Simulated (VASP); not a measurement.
# PbF2 (Immm) in VASP: a series of runs

PbF2 is run at these levels: PBE; tasks: single point.

All numbers are computed with VASP 6.6.1; they aren't measurements. Logs are shortened: lines on timing, memory, paths and dates and some standing lists are left out, and cuts for length are marked.

### 1 The cell of the first run

The structure is orthorhombic, space group Immm (No. 71). The conventional cell has a = 4.095 Å, b = 4.305 Å, c = 5.940 Å, α = 90.00°, β = 90.00°, γ = 90.00°. Pb (site symmetry mmm) has 8 F at 2.53 to 2.62 Å within 3.3 Å. Within 3.3 Å of F (site symmetry mm2) lie 4 Pb at 2.53 to 2.62 Å and 6 F at 2.97 Å.

### 2 Single point, PBE (strain -0.0500 x Voigt [0, 0, 0, 0, 1, 0])

INCAR reads:

```
SYSTEM = PbF2
ALGO = Normal
EDIFF = 1E-6
ENCUT = 520
GGA = PE
ISIF = 2
ISMEAR = 0
LASPH = .True.
LCHARG = .True.
LELF = .True.
LREAL = .False.
LVHAR = .True.
LWAVE = .False.
NBANDS = 21
NELM = 100
PREC = Accurate
SIGMA = 0.05
```

KPOINTS reads:

```
k-points
0
Gamma
  8 8 8
  0 0 0
```

POSCAR reads:

```
PbF2
1.0
   -0.0742462500      2.9698500000      2.9698500000
    2.8956037500      0.0000000000      2.8956037500
    2.9698500000      2.9698500000     -0.0742462500
Pb F
1 2
Direct
    0.0000000000      0.0000000000      0.0000000000
    0.2500000000      0.2500000000      0.2500000000
    0.7500000000      0.7500000000      0.7500000000
```

Potentials or basis: VASP PAW PBE potentials, release 64 (Pb_d, F).

On the command line:

```bash
> cat potpaw_PBE.64/Pb_d/POTCAR potpaw_PBE.64/F/POTCAR > POTCAR
> mpirun -np 1 vasp_std > vasp.out
```

OUTCAR:

```text
SYSTEM = PbF2
   EDIFF = 1E-6
   ENCUT = 520
   GGA = PE
   ISIF = 2
   ISMEAR = 0
   LASPH = .True.
   LREAL = .False.
   NELM = 100
   PREC = Accurate

 ion  position               nearest neighbor table
   1  0.000  0.000  0.000-   3 2.53   2 2.53   3 2.53   2 2.53   3 2.62   2 2.62   3 2.62   2 2.62

   2  0.250  0.250  0.250-   1 2.53   1 2.53   1 2.62   1 2.62
   3  0.750  0.750  0.750-   1 2.53   1 2.53   1 2.62   1 2.62

  LATTYP: Found a body centered orthorhombic cell.
 ALAT       =     4.0950020945
 B/A-ratio  =     1.0512820513
 C/A-ratio  =     1.4504754486

  Lattice vectors:

 A1 = (   2.9698500000,  -2.9698500000,  -0.0742462500)
 A2 = (  -2.9698500000,  -2.9698500000,   0.0742462500)
 A3 = (   0.0742462500,   2.9698500000,  -2.9698500000)

Analysis of symmetry for initial positions (statically):
=====================================================================
 Subroutine PRICEL returns:
 Original cell was already a primitive cell.

 Routine SETGRP: Setting up the symmetry group for a
 body centered orthorhombic supercell.

 Subroutine GETGRP returns: Found  8 space group operations
 (whereof  8 operations were pure point group operations)
 out of a pool of  8 trial point group operations.

The static configuration has the point symmetry D_2h.

Analysis of symmetry for dynamics (positions and initial velocities):
=====================================================================
 Subroutine PRICEL returns:
 Original cell was already a primitive cell.

 Routine SETGRP: Setting up the symmetry group for a
 body centered orthorhombic supercell.

 Subroutine GETGRP returns: Found  8 space group operations
 (whereof  8 operations were pure point group operations)
 out of a pool of  8 trial point group operations.

The dynamic configuration has the point symmetry D_2h.

 Subroutine INISYM returns: Found  8 space group operations
 (whereof  8 operations are pure point group operations),
 and found     1 'primitive' translations

----------------------------------------------------------------------------------------

                                     Primitive cell

  volume of cell :      52.3555

  direct lattice vectors                    reciprocal lattice vectors
    -0.074246250  2.969850000  2.969850000    -0.164252362  0.168358671  0.164252362
     2.895603750  0.000000000  2.895603750     0.172675560 -0.168358671  0.172675560
[... 86 lines left out ...]
   NELM   =    100;   NELMIN=  2; NELMDL= -5     # of ELM steps
   EDIFF  = 0.1E-05   stopping-criterion for ELM
   LREAL  =      F    real-space projection
   EDIFFG = 0.1E-04   stopping-criterion for IOM
   NSW    =      0    number of steps for IOM
   IBRION =     -1    ionic relax: 0-MD 1-quasi-New 2-CG
   NFREE  =      0    steps in history (QN), initial steepest desc. (CG)
   ISIF   =      2    stress and relaxation
   ISYM   =      2    0-nonsym 1-usesym 2-fastsym
   POTIM  = 0.5000    time-step for ionic-motion
   TEBEG  =    0.0;   TEEND  =   0.0 temperature during run
   PSTRESS=    0.0 pullay stress
   NELECT =      28.0000    total number of electrons
   NUPDOWN=      -1.0000    fix difference up-down
   EMIN   =  10.00;   EMAX   =-10.00  energy-range for DOS
   EFERMI =   0.00;   METHOD = LEGACY
   ISMEAR =     0;   SIGMA  =   0.05  broadening in eV -4-tet -1-fermi 0-gaus
   EFERMI_NEDOS =   21; number of points for ismear=-14 and -15
   IALGO  =     38    algorithm
   IMIX   =      4    mixing-type and parameters
     AMIX     =   0.40;   BMIX     =  1.00
     AMIX_MAG =   1.60;   BMIX_MAG =  1.00
  volume/ion in A,a.u.               =      17.45       117.77
  Fermi-wavevector in a.u.,A,eV,Ry     =   1.328842  2.511148 24.025471  1.765822
  Thomas-Fermi vector in A             =   2.458050
   LORBIT       =      0    0 simple, 1 ext, 2 COOP (PROOUT), +10 PAW based schemes
   GGA     = PE    functional components
   LHFCALC =     F    Hartree Fock is set to
   AEXX    =    0.0000 exact exchange contribution
   IVDW    =     0    specifies the selected vdW correction
   LEPSILON=     F    determine dielectric tensor
   LRPA    =     F    only Hartree local field effects (RPA)
 non-spin polarized calculation
 Gauss-broadening in eV      SIGMA  =   0.05
  energy-cutoff  :      520.00
  volume of cell :       52.36
 maximum number of plane-waves:      1426
   NGX = 15   NGY = 15   NGZ = 15

 number of electron      28.0000011 magnetization

 Free energy of the ion-electron system (eV)
  ---------------------------------------------------
  ext. energy  EPLUGINS =         0.00000000
  ---------------------------------------------------
  free energy    TOTEN  =       -14.32531943 eV

  energy without entropy =      -14.32531943  energy(sigma->0) =      -14.32531943

 E-fermi :   2.1434     XC(G=0):  -9.3772

 val. band max:        1.8478022754   @ k =   0.2500  -0.3750   0.2500
 cond. band min:       6.2345875417   @ k =   0.5000   0.5000   0.0000
 fundamental gap:      4.3867852663
 Fermi energy:         2.1433947042

 k-point     1 :       0.0000    0.0000    0.0000
  band No.  band energies     occupation
      1     -19.2384      2.00000
      2     -18.6284      2.00000
      3     -12.6149      2.00000
      4     -12.6097      2.00000
      5     -12.6024      2.00000
      6     -12.5544      2.00000
[... 565 lines left out ...]
     20      17.2203      0.00000
     21      18.3631      0.00000

 [... further k-points ...]

------------------------ aborting loop because EDIFF is reached ----------------------------------------

  FORCE on cell =-STRESS in cart. coord.  units (eV):
  Direction    XX          YY          ZZ          XY          YZ          ZX
  --------------------------------------------------------------------------------------
  -------------------------------------------------------------------------------------
  Total        0.7268387      0.7340171      0.7268387      0.0000000      0.0000000      0.5381577
  in kB       22.2426540     22.4623274     22.2426540      0.0000000      0.0000000     16.4686547
  external PRESSURE =      22.3158785 kB  Pullay stress =       0.0000000 kB

 VOLUME and BASIS-vectors are now :
 -----------------------------------------------------------------------------
  energy-cutoff  :      520.00
  volume of cell :       52.36
      direct lattice vectors                 reciprocal lattice vectors
    -0.074246250  2.969850000  2.969850000    -0.164252362  0.168358671  0.164252362
     2.895603750  0.000000000  2.895603750     0.172675560 -0.168358671  0.172675560
     2.969850000  2.969850000 -0.074246250     0.164252362  0.168358671 -0.164252362

 POSITION                                       TOTAL-FORCE (eV/Angst)
 -----------------------------------------------------------------------------------
      0.00000      0.00000      0.00000        -0.000000      0.000000      0.000000
      1.44780      1.48493      1.44780         0.000000      0.143708      0.000000
      4.34341      4.45477      4.34341        -0.000000     -0.143708     -0.000000
 -----------------------------------------------------------------------------------
    total drift:                                0.000000     -0.000000      0.000000

  FREE ENERGIE OF THE ION-ELECTRON SYSTEM (eV)
  ---------------------------------------------------
  free  energy   TOTEN  =       -14.3253194252 eV

  energy  without entropy=      -14.3253194252  energy(sigma->0) =      -14.32531943
```

stdout:

```text
POSCAR found type information on POSCAR PbF
 POSCAR found :  2 types and       3 ions
 scaLAPACK will be used
 LDA part: xc-table for (Slater+PW92), standard interpolation
 POSCAR, INCAR and KPOINTS ok, starting setup
 FFT: planning ... GRIDC
 FFT: planning ... GRID_SOFT
 FFT: planning ... GRID
 WAVECAR not read
 entering main loop
```

Run time: 32 s. Hardware: 1 thread of Intel Xeon 6975P-C (Granite Rapids), shared host; peak memory 0.23 GiB.

Results:

```yaml
Free_energy: -14.3253 eV
Pressure: 2.2 GPa
Largest_force: 0.144 eV/Å
Band_gap_on_the_k_mesh: 4.39 eV, indirect (least direct gap 4.54 eV)
```

Forces on the atoms (eV/Å):
```
Pb   0.000  0.000  0.000
F    0.000  0.144  0.000
F    0.000 -0.144  0.000
```

Caveat: the cell differs from its parent crystal (strain -0.0500 x Voigt [0, 0, 0, 0, 1, 0]); spin-orbit coupling is left out, which moves the levels of the heavy elements. A k mesh can miss the band edges.

### 3 Single point, PBE (strain +0.0250 x Voigt [0, 0, 0, 0, 1, 0])

INCAR reads:

```
  ALGO = Normal
  EDIFF = 1E-6
  ENCUT = 520
  GGA = PE
  ISIF = 2
  ISMEAR = 0
  LASPH = T
  LCHARG = F
  LREAL = F
  LWAVE = F
  NBANDS = 21
  NELM = 80
  PREC = Accurate
  SIGMA = 0.05
```

KPOINTS reads:

```
k-points
0
Gamma
  8 8 8
```

POSCAR reads:

```
PbF2
1.0
    0.0371231250      2.9698500000      2.9698500000
    3.0069731250      0.0000000000      3.0069731250
    2.9698500000      2.9698500000      0.0371231250
Pb F
1 2
Direct
    0.0000000000      0.0000000000      0.0000000000
    0.2500000000      0.2500000000      0.2500000000
    0.7500000000      0.7500000000      0.7500000000
```

Potentials or basis: VASP PAW PBE potentials, release 64 (Pb_d, F).

On the command line:

```bash
> cat potpaw_PBE.64/Pb_d/POTCAR potpaw_PBE.64/F/POTCAR > POTCAR
> mpirun -np 1 vasp_std > vasp.out
```

Wall time 30 s (1 thread of Intel Xeon 6975P-C (Granite Rapids), shared host); peak memory 0.23 GiB.

Results (log left out):

```yaml
Free_energy: -14.3358 eV
Pressure: 2.1 GPa
Largest_force: 0.071 eV/Å
Band_gap_on_the_k_mesh: 4.41 eV, indirect (least direct gap 4.56 eV)
```

Forces on the atoms (eV/Å):
```
Pb   0.000  0.000  0.000
F    0.000 -0.071  0.000
F    0.000  0.071  0.000
```

Stress tensor (GPa, compression positive):
```
 2.05  0.00 -0.82
 0.00  2.06  0.00
-0.82  0.00  2.05
```

Levels at points of the mesh, in eV from the valence-band top:
```tsv
k point	band 11	band 12	band 13	band 14	band 15	band 16	band 17	band 18
(0.00, 0.00, 0.00)	-2.42	-1.99	-1.95	-1.90	6.60	6.77	6.93	10.62
(0.50, 0.00, 0.00)	-2.62	-2.12	-2.11	-0.01	5.09	7.51	7.71	13.18
(0.00, 0.50, 0.00)	-2.61	-2.11	-2.11	-0.05	4.96	7.59	7.78	13.23
(0.50, 0.50, 0.00)	-1.53	-1.53	-1.53	-0.15	4.41	7.87	7.88	8.97
(0.50, 0.00, 0.50)	-1.54	-1.53	-1.51	-0.15	4.42	7.73	8.02	8.97
```

Caveat: the cell differs from its parent crystal (strain +0.0250 x Voigt [0, 0, 0, 0, 1, 0]); spin-orbit coupling is left out, which moves the levels of the heavy elements.
